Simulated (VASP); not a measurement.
Input of a VASP 6.6.1 run:

File INCAR:

```
SYSTEM = C
ALGO = Normal
DIPOL = 0.5 0.5 0.500
EDIFF = 1E-6
ENCUT = 520
GGA = CA
GGA_COMPAT = .FALSE.
IDIPOL = 3
ISIF = 2
ISMEAR = 0
LASPH = .TRUE.
LCHARG = .FALSE.
LDIPOL = .TRUE.
LREAL = .FALSE.
LWAVE = .FALSE.
NBANDS = 11
NELM = 120
NELMDL = -8
PREC = Accurate
SIGMA = 0.1
```

Contents of KPOINTS:

```
k-points
0
G
  21 21 1
  0 0 0
```

Contents of POSCAR:

```
C
1.0
    2.2000000000      0.0000000000      0.0000000000
   -1.1000000000      1.9052558883      0.0000000000
    0.0000000000      0.0000000000     28.0000000000
C
2
Direct
    0.3333333333      0.6666666667      0.5101964286
    0.6666666667      0.3333333333      0.4898035714
```

Potentials or basis: VASP PAW LDA potentials, release 64 (C).

Launch:

```console
$ cat potpaw_LDA.64/C/POTCAR > POTCAR
$ mpirun -np 1 vasp_std > vasp.out
```

Q: Predict the largest force.

A: 8.711 eV/Å.

Q: What does it give for the band gap on the k mesh?

A: Zero (bands 4 and 5 overlap by 0.81 eV).

Forces on the atoms (eV/Å):
```
C    0.000  0.000 -8.711
C    0.000  0.000  8.711
```
